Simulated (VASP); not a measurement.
Here is a VASP 6.6.1 calculation.

File INCAR:

```
SYSTEM = Ti
  ALGO = Normal
  EDIFF = 1E-6
  ENCUT = 500
  GGA = PE
  GGA_COMPAT = .FALSE.
  ISIF = 2
  ISMEAR = 1
  LASPH = .TRUE.
  LCHARG = .TRUE.
  LELF = .TRUE.
  LREAL = .FALSE.
  LVHAR = .TRUE.
  LWAVE = .FALSE.
  NBANDS = 12
  NELM = 120
  PREC = Accurate
  SIGMA = 0.02
```

Contents of KPOINTS:

```
k-points
0
G
  10 10 10
  0 0 0
```

POSCAR

```
Ti
1.0
    0.0000000000      2.0025642044      2.0025642044
    2.0025642044      0.0000000000      2.0025642044
    2.0025642044      2.0025642044      0.0000000000
Ti
1
Direct
    0.0000000000      0.0000000000      0.0000000000
```

Potentials or basis: VASP PAW PBE potentials, release 64 (Ti_sv).

The run is started by

```sh
$ cat potpaw_PBE.64/Ti_sv/POTCAR > POTCAR
$ mpirun -np 1 vasp_std > vasp.out
```

(1) What does it give for the band gap on the k mesh?

(2) Estimate the pressure.

Results:

(1) zero (bands 6 and 7 overlap by 1.20 eV).

(2) 9.1 GPa.

Caveat: the cell stands under pressure.
